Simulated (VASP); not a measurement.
Runs of VASP 6.6.1 on Co. Symmetry: P6_3/mmc, No. 194, hexagonal system. Conventional cell: a = 2.471 Å, b = 2.471 Å, c = 8.088 Å, α = 90.00°, β = 90.00°, γ = 120.00°. Co (site symmetry -3m) has 12 Co at 2.47 Å within 3.3 Å. Co (site symmetry -6m2) has 12 Co at 2.47 Å within 3.3 Å. 

```tsv
smearing	gap on the mesh (eV)	pressure (GPa)	moment (μB)
fermi-dirac 0.025 eV	none	(c)	6.68
fermi-dirac 0.25 eV	none	(a)	5.93
fermi-dirac 0.05 eV	none	4.0	(b)
fermi-dirac 0.1 eV	none	4.0	6.54
fermi-dirac 0.15 eV	none	3.9	6.43
```

Alike in all rows: task single point; level PBE; potentials or basis VASP PAW PBE potentials, release 64 (Co); spin collinear, ferromagnetic start; cell as given; k mesh 12 × 12 × 3; cutoff (eV) 520.

Problem. Fill in the values left out.

Solution. (a) 3.8; (b) 6.64; (c) 4.3.

A gap of «none» marks levels without a gap at the run's occupations.
